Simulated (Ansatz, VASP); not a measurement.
## One calculation of Pd3PbC, two programs

```
Pd Pb C
1.0
     4.29894    0.00000    0.00000
     0.00000    4.29894    0.00000
     0.00000    0.00000    4.29894
Pd Pb C
3 1 1
Direct
  0.00000 0.50000 0.50000
  0.50000 0.50000 0.00000
  0.50000 0.00000 0.50000
  0.00000 0.00000 0.00000
  0.50000 0.50000 0.50000
```

Alike in both runs: task relaxation of cell and atoms; functional PBE; k mesh 6 × 6 × 6; no spin polarisation.

|  | VASP | Ansatz |
| --- | --- | --- |
| version | VASP 6.6.1 | Ansatz 0.2.0 |
| potentials or method | VASP PAW PBE potentials, release 64 (Pd, Pb_d, C), cutoff 600 eV | plane waves, PAW |
| occupations | methfessel-paxton of order 1, width 0.1 eV | cold, width 0.1 eV |
| valence electrons in the cell | 48 | 72 |

|  | VASP | Ansatz | Ansatz less VASP |
| --- | --- | --- | --- |
| relaxed volume (Å³/atom) | 15.74 | 15.74 | -0.002 |
| relaxed cell length with the largest relative difference (Å) | 4.286 | 4.286 | -0.0002 |

VASP's potentials hold 48 valence electrons a cell and Ansatz's 72, so a difference there can come from the potentials and not from the codes.

Neither program's run includes spin-orbit coupling.
